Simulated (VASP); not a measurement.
# FeO (P6_3/mmc) in VASP: single point with PBE+U

Aim: the single point of FeO with PBE+U.

All numbers are computed with VASP 6.6.1; they aren't measurements. Logs are shortened: lines on timing, memory, paths and dates and some standing lists are left out, and cuts for length are marked.

**1. The cell of the first run**

Symmetry: P6_3/mmc, No. 194, hexagonal system. Conventional cell: a = 2.950 Å, b = 2.950 Å, c = 5.200 Å, α = 90.00°, β = 90.00°, γ = 120.00°. Fe (site symmetry -3m) has 6 O at 2.14 Å and 2 Fe at 2.60 Å within 2.8 Å. Within 2.8 Å of O (site symmetry -6m2) lie 6 Fe at 2.14 Å.

**2. Single point, PBE+U, collinear spin, antiferromagnetic start**

INCAR reads:

```
SYSTEM = FeO
  ALGO = Normal
  EDIFF = 1E-6
  ENCUT = 600
  GGA = PE
  GGA_COMPAT = .FALSE.
  ISIF = 2
  ISMEAR = -1
  ISPIN = 2
  LASPH = .TRUE.
  LCHARG = .FALSE.
  LDAU = .TRUE.
  LDAUJ = 0 0
  LDAUL = 2 -1
  LDAUPRINT = 1
  LDAUTYPE = 2
  LDAUU = 6 0
  LMAXMIX = 4
  LORBIT = 11
  LREAL = .FALSE.
  LWAVE = .FALSE.
  MAGMOM = 4 -4 0 0
  NBANDS = 26
  NELM = 200
  PREC = Accurate
  SIGMA = 0.1
```

KPOINTS reads:

```
k-points
0
G
  6 6 4
  0 0 0
```

POSCAR reads:

```
FeO
1.0
    2.9500000000      0.0000000000      0.0000000000
   -1.4750000000      2.5547750000      0.0000000000
    0.0000000000      0.0000000000      5.2000000000
Fe O
2 2
Direct
    0.0000000000      0.0000000000      0.0000000000
    0.0000000000      0.0000000000      0.5000000000
    0.3333330000      0.6666670000      0.2500000000
    0.6666670000      0.3333330000      0.7500000000
```

Potentials or basis: VASP PAW PBE potentials, release 64 (Fe, O).

Launch:

```sh
$ cat potpaw_PBE.64/Fe/POTCAR potpaw_PBE.64/O/POTCAR > POTCAR
$ mpirun -np 1 vasp_std > vasp.out
```

OUTCAR:

```text
SYSTEM = FeO
   EDIFF = 1E-6
   ENCUT = 600
   GGA = PE
   ISIF = 2
   ISMEAR = -1
   ISPIN = 2
   LASPH = .TRUE.
   LORBIT = 11
   LREAL = .FALSE.
   NELM = 200
   PREC = Accurate

 ion  position               nearest neighbor table
   1  0.000  0.000  0.000-   3 2.14   4 2.14   4 2.14   3 2.14   4 2.14   3 2.14   2 2.60   2 2.60

   2  0.000  0.000  0.500-   3 2.14   4 2.14   4 2.14   3 2.14   4 2.14   3 2.14   1 2.60   1 2.60

   3  0.333  0.667  0.250-   1 2.14   2 2.14   1 2.14   2 2.14   1 2.14   2 2.14
   4  0.667  0.333  0.750-   1 2.14   2 2.14   1 2.14   2 2.14   1 2.14   2 2.14

  LATTYP: Found a hexagonal cell.
 ALAT       =     2.9500000000
 C/A-ratio  =     1.7627118644

  Lattice vectors:

 A1 = (   2.9500000000,   0.0000000000,   0.0000000000)
 A2 = (  -1.4750000000,   2.5547750000,   0.0000000000)
 A3 = (   0.0000000000,   0.0000000000,   5.2000000000)

Analysis of symmetry for initial positions (statically):
=====================================================================
 Subroutine PRICEL returns:
 Original cell was already a primitive cell.

 Routine SETGRP: Setting up the symmetry group for a
 hexagonal supercell.

 Subroutine GETGRP returns: Found 24 space group operations
 (whereof 12 operations were pure point group operations)
 out of a pool of 24 trial point group operations.

The static configuration has the point symmetry D_3d.
 The point group associated with its full space group is D_6h.

Analysis of symmetry for dynamics (positions and initial velocities):
=====================================================================
 Subroutine PRICEL returns:
 Original cell was already a primitive cell.

 Routine SETGRP: Setting up the symmetry group for a
 hexagonal supercell.

 Subroutine GETGRP returns: Found 24 space group operations
 (whereof 12 operations were pure point group operations)
 out of a pool of 24 trial point group operations.

The dynamic configuration has the point symmetry D_3d.
 The point group associated with its full space group is D_6h.

Analysis of structural, dynamic, and magnetic symmetry:
=====================================================================
 Subroutine PRICEL returns:
 Original cell was already a primitive cell.

 Routine SETGRP: Setting up the symmetry group for a
 hexagonal supercell.

 Subroutine GETGRP returns: Found 24 space group operations
 (whereof 12 operations were pure point group operations)
 out of a pool of 24 trial point group operations.

The overall configuration has the point symmetry D_3d.
 The point group associated with its full space group is D_6h.

 Subroutine INISYM returns: Found 24 space group operations
 (whereof 12 operations are pure point group operations),
 and found     1 'primitive' translations

----------------------------------------------------------------------------------------

                                     Primitive cell

  volume of cell :      39.1902

  direct lattice vectors                    reciprocal lattice vectors
[... 154 lines left out ...]
  o =  0.0304  v =  0.0000  0.0000  0.0000  0.0000  0.0000 -0.0000  0.6160 -0.0000 -0.0000  0.7878      0.0000  0.0000  0.0000  0.0000  0.0000  0.0000  0.0000  0.0000  0.0000  0.0000
  o =  0.1060  v =  0.0000  0.0000  0.0000  0.0000  0.0000  0.6160 -0.0000 -0.0000 -0.7878  0.0000      0.0000  0.0000  0.0000  0.0000  0.0000  0.0000  0.0000  0.0000  0.0000  0.0000
  o =  0.1060  v =  0.0000  0.0000  0.0000  0.0000  0.0000 -0.0000 -0.7878 -0.0000  0.0000  0.6160      0.0000  0.0000  0.0000  0.0000  0.0000  0.0000  0.0000  0.0000  0.0000  0.0000
  o =  0.9600  v =  0.0000  0.0000  0.0000  0.0000  0.0000  0.0000  0.0000 -1.0000  0.0000 -0.0000      0.0000  0.0000  0.0000  0.0000  0.0000  0.0000  0.0000  0.0000  0.0000  0.0000
  o =  0.9763  v = -0.8360  0.0000 -0.0000 -0.5488 -0.0000  0.0000  0.0000  0.0000  0.0000  0.0000      0.0000  0.0000  0.0000  0.0000  0.0000  0.0000  0.0000  0.0000  0.0000  0.0000
  o =  0.9763  v =  0.0000  0.5488 -0.0000 -0.0000  0.8360  0.0000  0.0000  0.0000  0.0000  0.0000      0.0000  0.0000  0.0000  0.0000  0.0000  0.0000  0.0000  0.0000  0.0000  0.0000
  o =  0.9807  v =  0.0000 -0.0000 -1.0000  0.0000 -0.0000  0.0000  0.0000  0.0000  0.0000  0.0000      0.0000  0.0000  0.0000  0.0000  0.0000  0.0000  0.0000  0.0000  0.0000  0.0000
  o =  1.0295  v = -0.5488 -0.0000  0.0000  0.8360  0.0000  0.0000  0.0000  0.0000  0.0000  0.0000      0.0000  0.0000  0.0000  0.0000  0.0000  0.0000  0.0000  0.0000  0.0000  0.0000
  o =  1.0295  v =  0.0000 -0.8360  0.0000 -0.0000  0.5488  0.0000  0.0000  0.0000  0.0000  0.0000      0.0000  0.0000  0.0000  0.0000  0.0000  0.0000  0.0000  0.0000  0.0000  0.0000

atom =   2  type =  1  l = 2

 onsite density matrix

spin component  1

  0.0591  0.0000 -0.0000  0.0367  0.0000
  0.0000  0.0773  0.0000 -0.0000  0.0367
 -0.0000  0.0000  0.9600  0.0000  0.0000
  0.0367 -0.0000  0.0000  0.0773  0.0000
  0.0000  0.0367  0.0000  0.0000  0.0591

spin component  2

  0.9923 -0.0000 -0.0000  0.0244 -0.0000
 -0.0000  1.0135  0.0000  0.0000  0.0244
 -0.0000  0.0000  0.9807 -0.0000  0.0000
  0.0244  0.0000 -0.0000  1.0135  0.0000
 -0.0000  0.0244  0.0000  0.0000  0.9923

 occupancies and eigenvectors

  o =  0.0304  v =  0.7878 -0.0000 -0.0000 -0.6160  0.0000  0.0000  0.0000  0.0000  0.0000  0.0000      0.0000  0.0000  0.0000  0.0000  0.0000  0.0000  0.0000  0.0000  0.0000  0.0000
  o =  0.0304  v = -0.0000 -0.6160 -0.0000  0.0000  0.7878  0.0000  0.0000  0.0000  0.0000  0.0000      0.0000  0.0000  0.0000  0.0000  0.0000  0.0000  0.0000  0.0000  0.0000  0.0000
  o =  0.1060  v =  0.6160  0.0000 -0.0000  0.7878  0.0000  0.0000  0.0000  0.0000  0.0000  0.0000      0.0000  0.0000  0.0000  0.0000  0.0000  0.0000  0.0000  0.0000  0.0000  0.0000
  o =  0.1060  v = -0.0000  0.7878 -0.0000 -0.0000  0.6160  0.0000  0.0000  0.0000  0.0000  0.0000      0.0000  0.0000  0.0000  0.0000  0.0000  0.0000  0.0000  0.0000  0.0000  0.0000
  o =  0.9600  v =  0.0000 -0.0000 -1.0000 -0.0000 -0.0000  0.0000  0.0000  0.0000  0.0000  0.0000      0.0000  0.0000  0.0000  0.0000  0.0000  0.0000  0.0000  0.0000  0.0000  0.0000
  o =  0.9763  v =  0.0000  0.0000  0.0000  0.0000  0.0000  0.8360  0.0000  0.0000 -0.5488 -0.0000      0.0000  0.0000  0.0000  0.0000  0.0000  0.0000  0.0000  0.0000  0.0000  0.0000
  o =  0.9763  v =  0.0000  0.0000  0.0000  0.0000  0.0000  0.0000 -0.5488 -0.0000 -0.0000  0.8360      0.0000  0.0000  0.0000  0.0000  0.0000  0.0000  0.0000  0.0000  0.0000  0.0000
  o =  0.9807  v =  0.0000  0.0000  0.0000  0.0000  0.0000  0.0000  0.0000 -1.0000 -0.0000 -0.0000      0.0000  0.0000  0.0000  0.0000  0.0000  0.0000  0.0000  0.0000  0.0000  0.0000
  o =  1.0295  v =  0.0000  0.0000  0.0000  0.0000  0.0000 -0.5488  0.0000  0.0000 -0.8360  0.0000      0.0000  0.0000  0.0000  0.0000  0.0000  0.0000  0.0000  0.0000  0.0000  0.0000
  o =  1.0295  v =  0.0000  0.0000  0.0000  0.0000  0.0000 -0.0000 -0.8360 -0.0000 -0.0000 -0.5488      0.0000  0.0000  0.0000  0.0000  0.0000  0.0000  0.0000  0.0000  0.0000  0.0000

 number of electron      28.0000001 magnetization       0.0000000

 Free energy of the ion-electron system (eV)
  ---------------------------------------------------
  ext. energy  EPLUGINS =         0.00000000
  ---------------------------------------------------
  free energy    TOTEN  =       -26.02633654 eV

  energy without entropy =      -26.02633630  energy(sigma->0) =      -26.02633642

 E-fermi :   5.9366     XC(G=0): -12.1586

 val. band max:        4.3498042156   @ k =   0.0000   0.0000   0.0000
 cond. band min:       7.1439281436   @ k =   0.0000   0.0000   0.0000
 fundamental gap:      2.7941239279
 Fermi energy:         5.9366307824

 spin component 1

 k-point     1 :       0.0000    0.0000    0.0000
  band No.  band energies     occupation
      1     -13.9823      1.00000
      2     -12.8729      1.00000
      3      -2.5405      1.00000
      4      -1.6313      1.00000
      5      -1.6313      1.00000
      6      -0.1327      1.00000
[... 598 lines left out ...]
     25      20.7217      0.00000
     26      20.8147      0.00000
 Fermi energy:         5.9366307824

 spin component 2

 k-point     1 :       0.0000    0.0000    0.0000
  band No.  band energies     occupation
      1     -13.9823      1.00000
      2     -12.8729      1.00000
      3      -2.5405      1.00000
      4      -1.6313      1.00000
      5      -1.6313      1.00000
      6      -0.1327      1.00000
[... 598 lines left out ...]
     25      20.7217      0.00000
     26      20.8147      0.00000

------------------------ aborting loop because EDIFF is reached ----------------------------------------

  FORCE on cell =-STRESS in cart. coord.  units (eV):
  Direction    XX          YY          ZZ          XY          YZ          ZX
  --------------------------------------------------------------------------------------
  -------------------------------------------------------------------------------------
  Total        3.9397060      3.9397062      0.9643250      0.0000000      0.0000000      0.0000000
  in kB      161.0632222    161.0632296     39.4235719      0.0000000      0.0000000      0.0000000
  external PRESSURE =     120.5166746 kB  Pullay stress =       0.0000000 kB

 VOLUME and BASIS-vectors are now :
 -----------------------------------------------------------------------------
  energy-cutoff  :      600.00
  volume of cell :       39.19
      direct lattice vectors                 reciprocal lattice vectors
     2.950000000  0.000000000  0.000000000     0.338983051  0.195711951  0.000000000
    -1.475000000  2.554775000  0.000000000     0.000000000  0.391423902  0.000000000
     0.000000000  0.000000000  5.200000000     0.000000000  0.000000000  0.192307692

 POSITION                                       TOTAL-FORCE (eV/Angst)
 -----------------------------------------------------------------------------------
      0.00000      0.00000      0.00000         0.000000      0.000000      0.000000
      0.00000      0.00000      2.60000         0.000000      0.000000      0.000000
     -0.00000      1.70318      1.30000        -0.000000      0.000000     -0.000000
      1.47500      0.85159      3.90000        -0.000000      0.000000      0.000000
 -----------------------------------------------------------------------------------
    total drift:                                0.000000     -0.000000      0.000000

  FREE ENERGIE OF THE ION-ELECTRON SYSTEM (eV)
  ---------------------------------------------------
  free  energy   TOTEN  =       -26.0263365415 eV

  energy  without entropy=      -26.0263362960  energy(sigma->0) =      -26.02633642

 total charge

# of ion       s       p       d       tot
------------------------------------------
    1        0.307   0.398   6.198   6.903
    2        0.307   0.398   6.198   6.903
    3        1.548   3.485   0.000   5.033
    4        1.548   3.485   0.000   5.033
--------------------------------------------------
tot          3.711   7.767  12.395  23.874

 magnetization (x)

# of ion       s       p       d       tot
------------------------------------------
    1        0.015   0.012   3.751   3.777
    2       -0.015  -0.012  -3.751  -3.777
    3        0.000   0.000   0.000   0.000
    4        0.000   0.000   0.000   0.000
--------------------------------------------------
tot          0.000   0.000  -0.000  -0.000
```

Wall time 22 s (1 thread of Intel Xeon 6975P-C (Granite Rapids), shared host); peak memory 0.2 GiB.

What came out:

```
Free energy                                           : -26.0263 eV
Pressure                                              : 12.1 GPa
Band gap on the k mesh                                : 2.79 eV
Net moment                                            : 0.00 μB per cell
Site moments                                          : Fe +3.78, -3.78; O +0.00 μB
Valence electrons inside the program's atomic spheres : Fe 6.90; O 5.03
```

Levels at points of the mesh, in eV from the valence-band top:
Spin up:
```tsv
k point	band 10	band 11	band 12	band 13	band 14	band 15	band 16	band 17	band 18	band 19
(0.00, 0.00, 0.00)	-1.06	-1.06	-0.82	-0.82	0.00	2.79	4.53	4.53	5.86	5.86
(0.50, 0.00, 0.00)	-2.42	-2.18	-1.50	-0.62	-0.05	4.14	5.23	6.03	6.39	7.26
(0.00, 0.00, 0.50)	-1.76	-1.76	-0.67	-0.09	-0.09	4.44	4.44	5.32	5.74	5.85
(0.50, 0.00, 0.50)	-2.55	-2.32	-0.57	-0.54	-0.46	3.94	5.20	5.94	6.27	7.35
```
Spin down:
| k point | band 12 | band 13 | band 14 | band 15 | band 16 | band 17 |
| --- | --- | --- | --- | --- | --- | --- |
| (0.00, 0.00, 0.00) | -0.82 | -0.82 | 0.00 | 2.79 | 4.53 | 4.53 |
| (0.50, 0.00, 0.00) | -1.50 | -0.62 | -0.05 | 4.14 | 5.23 | 6.03 |
| (0.00, 0.00, 0.50) | -0.67 | -0.09 | -0.09 | 4.44 | 4.44 | 5.32 |
| (0.50, 0.00, 0.50) | -0.57 | -0.54 | -0.46 | 3.94 | 5.20 | 5.94 |

Eigenvalues of the final occupation matrices:
```
    site  spin  trace               eigenvalues
site 1 d     1   4.99  0.98 0.98 0.98 1.03 1.03
site 1 d     2   1.23  0.03 0.03 0.11 0.11 0.96
site 2 d     1   1.23  0.03 0.03 0.11 0.11 0.96
site 2 d     2   4.99  0.98 0.98 0.98 1.03 1.03
```

Caveat: the cell stands under pressure. The state reached can hang on the start; a lower one may exist.
